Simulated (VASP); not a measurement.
## N2: relaxation of the atoms with RPBE

N2, in a box:

```xyz
2
Lattice="12.0000 0.0000 0.0000 0.0000 12.3000 0.0000 0.0000 0.0000 12.6000" Properties=species:S:1:pos:R:3 pbc="T T T"
N     6.0000    6.1500    5.7500
N     6.0000    6.1500    6.8500
```

- Program: VASP 6.6.1
- Task: relaxation of the atoms
- Functional: RPBE
- Potentials or basis: VASP PAW PBE potentials, release 64 (N)
- Cutoff: 520 eV
- k mesh: 1 × 1 × 1
- Occupations: fermi-dirac, width 0.01 eV
- Spin: no spin polarisation
- Dipole correction: no
- Further INCAR settings: ALGO = Normal; EDIFF = 1e-07; IBRION = 2; EDIFFG = -0.01; NSW = 80

```yaml
Energy_gained_by_relaxing: 11.8 meV/atom
Ionic_steps: 12
Largest_force_after_relaxing: 0.008 eV/Å
Gap_between_the_frontier_levels: 8.05 eV
```

Forces in eV/Å, atoms in the order of the input:
```
N    0.000  0.000 -0.008
N    0.000  0.000  0.008
```

The path:
```csv
step,energy change (eV),largest force (eV/Å),pressure (GPa)
1,0.0000,2.7676,0.08
2,2.5087,14.7640,-0.58
3,0.0186,3.3183,-0.11
4,-0.0235,0.2472,-0.01
5,-0.0237,0.0163,-0.01
6,-0.0237,0.0360,0.00
7,-0.0237,0.0308,0.00
8,-0.0237,0.0151,-0.01
9,-0.0237,0.0139,-0.01
10,-0.0237,0.0131,-0.01
11,-0.0237,0.0115,-0.01
12,-0.0237,0.0083,-0.01
```

Final structure:
```
N
1.0
    12.00000    0.00000    0.00000
     0.00000   12.30000    0.00000
     0.00000    0.00000   12.60000
N
2
Cartesian
  6.0000 6.1500 5.7413
  6.0000 6.1500 6.8587
```

Levels at points of the mesh, in eV from the valence-band top:
```csv
k point,band 1,band 2,band 3,band 4,band 5,band 6,band 7,band 8,band 9
"(0.00, 0.00, 0.00)",-17.97,-3.46,-1.28,-1.28,0.00,8.05,8.05,9.88,10.77
```

It took 11 min on 1 thread of AMD EPYC 7R13 Processor (Zen 3), on a shared host, peak memory 1.5 GiB.

Caveat: the standard files for N, O and F lose accuracy on very short bonds; the PAW data sets were made with another functional, which shifts forces and pressure a little.
